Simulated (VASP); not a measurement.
# ZnO (P6_3mc) in VASP: further runs, part 3 of 3

VASP 6.6.1. Earlier steps stand in the parts before.

## 7. Single point, PBEsol

This run uses another cell than the first one, of 11.54 Å³/atom, 0.924 times its volume.

INCAR reads:

```
SYSTEM = ZnO
  PREC = Accurate
  ENCUT = 910
  EDIFF = 1E-6
  ISMEAR = 0
  SIGMA = 0.02
  LREAL = .False.
  LASPH = .True.
  NELM = 120
  ALGO = Normal
  ISIF = 2
  LWAVE = .False.
  LCHARG = .False.
  GGA = PS
  NBANDS = 26
  GGA_COMPAT = .False.
```

KPOINTS reads:

```
regular mesh
0
Gamma
  9 9 6
  0 0 0
```

POSCAR reads:

```
ZnO
1.0
    3.1659064171      0.0000000000      0.0000000000
   -1.5829532085      2.7417553832      0.0000000000
    0.0000000000      0.0000000000      5.3164627934
Zn O
2 2
Direct
    0.6666666667      0.3333333333      0.5058056540
    0.3333333333      0.6666666667      0.0058056540
    0.6666666667      0.3333333333      0.8745043460
    0.3333333333      0.6666666667      0.3745043460
```

Potentials or basis: VASP PAW PBE potentials, release 64 (Zn, O_h).

The run is started by

```
$ cat potpaw_PBE.64/Zn/POTCAR potpaw_PBE.64/O_h/POTCAR > POTCAR
$ mpirun -np 1 vasp_std > vasp.out
```

OUTCAR:

```text
SYSTEM = ZnO
   PREC = Accurate
   ENCUT = 910
   EDIFF = 1E-6
   ISMEAR = 0
   LREAL = .False.
   LASPH = .True.
   NELM = 120
   ISIF = 2
   GGA = PS

 ion  position               nearest neighbor table
   1  0.667  0.333  0.506-   4 1.96   4 1.96   4 1.96   3 1.96
   2  0.333  0.667  0.006-   3 1.96   3 1.96   3 1.96   4 1.96
   3  0.667  0.333  0.875-   2 1.96   2 1.96   2 1.96   1 1.96
   4  0.333  0.667  0.375-   1 1.96   1 1.96   1 1.96   2 1.96

  LATTYP: Found a hexagonal cell.
 ALAT       =     3.1659064171
 C/A-ratio  =     1.6792861484

  Lattice vectors:

 A1 = (   3.1659064171,   0.0000000000,   0.0000000000)
 A2 = (  -1.5829532085,   2.7417553832,   0.0000000000)
 A3 = (   0.0000000000,   0.0000000000,   5.3164627934)

Analysis of symmetry for initial positions (statically):
=====================================================================
 Subroutine PRICEL returns:
 Original cell was already a primitive cell.

 Routine SETGRP: Setting up the symmetry group for a
 hexagonal supercell.

 Subroutine GETGRP returns: Found 12 space group operations
 (whereof  6 operations were pure point group operations)
 out of a pool of 24 trial point group operations.

The static configuration has the point symmetry C_3v.
 The point group associated with its full space group is C_6v.

Analysis of symmetry for dynamics (positions and initial velocities):
=====================================================================
 Subroutine PRICEL returns:
 Original cell was already a primitive cell.

 Routine SETGRP: Setting up the symmetry group for a
 hexagonal supercell.

 Subroutine GETGRP returns: Found 12 space group operations
 (whereof  6 operations were pure point group operations)
 out of a pool of 24 trial point group operations.

The dynamic configuration has the point symmetry C_3v.
[... 116 lines left out ...]
   NUPDOWN=      -1.0000    fix difference up-down
   EMIN   =  10.00;   EMAX   =-10.00  energy-range for DOS
   EFERMI =   0.00;   METHOD = LEGACY
   ISMEAR =     0;   SIGMA  =   0.02  broadening in eV -4-tet -1-fermi 0-gaus
   EFERMI_NEDOS =   21; number of points for ismear=-14 and -15
   IALGO  =     38    algorithm
   IMIX   =      4    mixing-type and parameters
     AMIX     =   0.40;   BMIX     =  1.00
     AMIX_MAG =   1.60;   BMIX_MAG =  1.00
  volume/ion in A,a.u.               =      11.54        77.85
  Fermi-wavevector in a.u.,A,eV,Ry     =   1.507044  2.847899 30.901285  2.271180
  Thomas-Fermi vector in A             =   2.617681
   LORBIT       =      0    0 simple, 1 ext, 2 COOP (PROOUT), +10 PAW based schemes
   GGA     = PS    functional components
   LHFCALC =     F    Hartree Fock is set to
   AEXX    =    0.0000 exact exchange contribution
   IVDW    =     0    specifies the selected vdW correction
   LEPSILON=     F    determine dielectric tensor
   LRPA    =     F    only Hartree local field effects (RPA)
 non-spin polarized calculation
 Gauss-broadening in eV      SIGMA  =   0.02
  energy-cutoff  :      910.00
  volume of cell :       46.15
 maximum number of plane-waves:      2894
 NGX is ok and might be reduce to    32
   NGX = 15   NGY = 15   NGZ = 27

 number of electron      35.9999996 magnetization

 Free energy of the ion-electron system (eV)
  ---------------------------------------------------
  ext. energy  EPLUGINS =         0.00000000
  ---------------------------------------------------
  free energy    TOTEN  =       -19.39077315 eV

  energy without entropy =      -19.39077315  energy(sigma->0) =      -19.39077315

 E-fermi :   1.8551     XC(G=0): -11.3626

 val. band max:        1.6894737799   @ k =   0.0000   0.0000   0.0000
 cond. band min:       2.3504497624   @ k =   0.0000   0.0000   0.0000
 fundamental gap:      0.6609759825
 Fermi energy:         1.8550728073

 k-point     1 :       0.0000    0.0000    0.0000
  band No.  band energies     occupation
      1     -16.6269      2.00000
      2     -15.8917      2.00000
      3      -4.4641      2.00000
      4      -4.2823      2.00000
      5      -4.1693      2.00000
      6      -4.1693      2.00000
[... 685 lines left out ...]
     25      15.0821      0.00000
     26      16.2687      0.00000

 [... further k-points ...]
[... 5 lines left out ...]
  --------------------------------------------------------------------------------------
  -------------------------------------------------------------------------------------
  Total        1.4718404      1.4718404      0.2127849      0.0000000      0.0000000      0.0000000
  in kB       51.1001009     51.1001009      7.3875729      0.0000000      0.0000000      0.0000000
  external PRESSURE =      36.5292582 kB  Pullay stress =       0.0000000 kB

 VOLUME and BASIS-vectors are now :
 -----------------------------------------------------------------------------
  energy-cutoff  :      910.00
  volume of cell :       46.15
      direct lattice vectors                 reciprocal lattice vectors
     3.165906417  0.000000000  0.000000000     0.315865306  0.182364920  0.000000000
    -1.582953208  2.741755383  0.000000000     0.000000000  0.364729839  0.000000000
     0.000000000  0.000000000  5.316462793     0.000000000  0.000000000  0.188094987

 POSITION                                       TOTAL-FORCE (eV/Angst)
 -----------------------------------------------------------------------------------
      1.58295      0.91392      2.68910         0.000000      0.000000      0.008438
     -0.00000      1.82784      0.03087        -0.000000      0.000000      0.008438
      1.58295      0.91392      4.64927         0.000000     -0.000000     -0.008438
     -0.00000      1.82784      1.99104         0.000000      0.000000     -0.008438
 -----------------------------------------------------------------------------------
    total drift:                               -0.000000      0.000000      0.000577

  FREE ENERGIE OF THE ION-ELECTRON SYSTEM (eV)
  ---------------------------------------------------
  free  energy   TOTEN  =       -19.3907731527 eV

  energy  without entropy=      -19.3907731527  energy(sigma->0) =      -19.39077315
```

Run time: 95 s. Hardware: 1 thread of Intel Xeon Platinum 8259CL at 2.50GHz (Skylake/Cascade Lake), shared host; peak memory 0.29 GiB.

Results:

- Free energy: -19.3908 eV
- Pressure: 3.7 GPa
- Largest force: 0.008 eV/Å
- Band gap on the k mesh: 0.66 eV, direct

Forces in eV/Å, atoms in the order of the input:
```
Zn   0.000  0.000  0.008
Zn   0.000  0.000  0.008
O    0.000  0.000 -0.008
O    0.000  0.000 -0.008
```

Caveat: the cutoff is under 1.25 times the usual one of these potentials, so pressure, stress and relaxed cells hold a basis-set (Pulay) error; the PAW data sets were made with another functional, which shifts forces and pressure a little. A hybrid or GW would open this gap; PBEsol tends to underestimate it.

## 8. Summary

| potentials or basis | cell | k mesh | cutoff (eV) | second run | gap on the mesh (eV) | pressure (GPa) | largest force (eV/Å) |
| --- | --- | --- | --- | --- | --- | --- | --- |
| VASP PAW PBE potentials, release 64 (Zn, O) | a = 3.230, b = 3.230, c = 5.527 Å, angles 90.0, 90.0, 120.0°, 4 atoms | 12 × 12 × 6 | 520 | - | 0.50 | -6.9 | 0.01 |
| VASP PAW PBE potentials, release 64 (Zn, O_h) | a = 3.231, b = 3.231, c = 5.214 Å, angles 90.0, 90.0, 120.0°, 4 atoms | 9 × 9 × 6 | 910 | hard_potentials | 0.69 | 0.6 | - |
| VASP PAW PBE potentials, release 64 (Zn, O_h) | a = 3.230, b = 3.230, c = 5.110 Å, angles 90.0, 90.0, 120.0°, 4 atoms | 12 × 12 × 6 | 910 | hard_potentials | 0.74 | 3.7 | - |
| VASP PAW PBE potentials, release 64 (Zn, O_h) | a = 3.230, b = 3.230, c = 4.901 Å, angles 90.0, 90.0, 120.0°, 4 atoms | 12 × 12 × 6 | 910 | hard_potentials | 0.85 | 10.6 | 0.01 |
| VASP PAW PBE potentials, release 64 (Zn, O_h) | a = 3.230, b = 3.230, c = 5.006 Å, angles 90.0, 90.0, 120.0°, 4 atoms | 12 × 12 × 6 | 910 | hard_potentials | 0.80 | 7.0 | 0.01 |
| VASP PAW PBE potentials, release 64 (Zn, O_h) | a = 3.166, b = 3.166, c = 5.316 Å, angles 90.0, 90.0, 120.0°, 4 atoms | 9 × 9 × 6 | 910 | hard_potentials | 0.66 | 3.7 | 0.01 |

Alike in all rows: task single point; level PBEsol; no spin polarisation; smearing gaussian 0.02 eV.

Caveats: the PAW data sets were made with another functional, which shifts forces and pressure a little; the cutoff is under 1.25 times the usual one of these potentials, so pressure, stress and relaxed cells hold a basis-set (Pulay) error (some runs).

Total energies depend on the potentials used, so only differences within one code and one set of settings carry meaning.
